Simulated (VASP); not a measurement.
**Ge: single point with PBE**

Crystal: Ge.

```
CELL_PARAMETERS angstrom
2.91462 0.00000 0.00000
-1.45731 2.52414 0.00000
0.00000 0.00000 5.66360
ATOMIC_POSITIONS crystal
Ge 0.33333 0.66667 0.58263
Ge 0.66667 0.33333 0.41737
Ge 0.00000 0.00000 0.50000
```

The cell was built from a structure type or drawn by symmetry, and may not be a known phase.

```yaml
Program: VASP 6.6.1
Task: single point
Functional: PBE
Potentials_or_basis: VASP PAW PBE potentials, release 64 (Ge_d)
Cutoff: 520 eV
k_mesh: 6 × 6 × 4
Occupations: gaussian, width 0.1 eV
Spin: no spin polarisation
Dipole_correction: no
Further_INCAR_settings: ALGO = Normal; EDIFF = 1e-07; NBANDS = 28
```

- Pressure: 475.4 GPa
- Largest force: 42.045 eV/Å
- Band gap on the k mesh: zero (bands 21 and 22 overlap by 3.35 eV)

Forces in eV/Å, atoms in the order of the input:
```
Ge    0.000   0.000  42.045
Ge    0.000   0.000 -42.045
Ge    0.000   0.000   0.000
```

Stress tensor (GPa, compression positive):
```
637.88   0.00   0.00
  0.00 637.88   0.00
  0.00   0.00 150.33
```

Levels at points of the mesh, in eV from the Fermi level:
```tsv
k point	band 19	band 20	band 21	band 22	band 23	band 24
(0.00, 0.00, 0.00)	-4.21	-4.21	-3.11	-3.11	2.81	4.21
(0.50, 0.00, 0.00)	-8.17	-6.39	-2.85	0.54	2.98	4.44
(0.00, 0.00, 0.50)	-4.21	-3.20	-3.11	-3.11	1.03	3.16
(0.50, 0.00, 0.50)	-8.23	-6.51	-2.85	1.28	4.36	4.59
```

Wall time 14 s on 1 thread of Intel(R) Xeon(R) 6975P-C (Granite Rapids) (shared host), peak memory 0.16 GiB.

Caveat: the k points lie up to 0.41 Å⁻¹ apart, too coarse for converged energies and pressures of a metal; forces of over 1 eV/Å act on the atoms, so gaps and moduli don't describe the material at rest.
